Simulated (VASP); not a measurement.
BN:

```xyz
2
Lattice="0.0000 1.7458 1.7458 1.7458 0.0000 1.7458 1.7458 1.7458 0.0000" Properties=species:S:1:pos:R:3 pbc="T T T"
B     0.0000    0.0000    0.0000
N     1.7458    1.7458    1.7458
```

Base run:

| Quantity | Value |
| --- | --- |
| Program | VASP 6.6.1 |
| Functional | PBE |
| Potentials or basis | VASP PAW PBE potentials, release 64 (B, N) |
| Cutoff | 600 eV |
| k mesh | 8 × 8 × 8 |
| Occupations | methfessel-paxton, width 0.2 eV |
| Spin | no spin polarisation |

Its results: band gap on the k mesh 1.33 eV, indirect (least direct gap 5.85 eV); pressure 3.6 GPa.

Question: The run is repeated on the same cell with these changes: functional from PBE to HSE06; cutoff from 600 eV to 520 eV; k mesh from 8 × 8 × 8 to 6 × 6 × 6. What comes out?

Answer: Band gap on the k mesh 2.17 eV, indirect (least direct gap 7.23 eV); pressure -8.2 GPa.

Several settings changed at once, so the effect can't be laid on one alone.

Caveats: some runs use coarse meshes; the PAW data sets were made with another functional, which shifts forces and pressure a little (some runs).

A k mesh can miss the band edges.
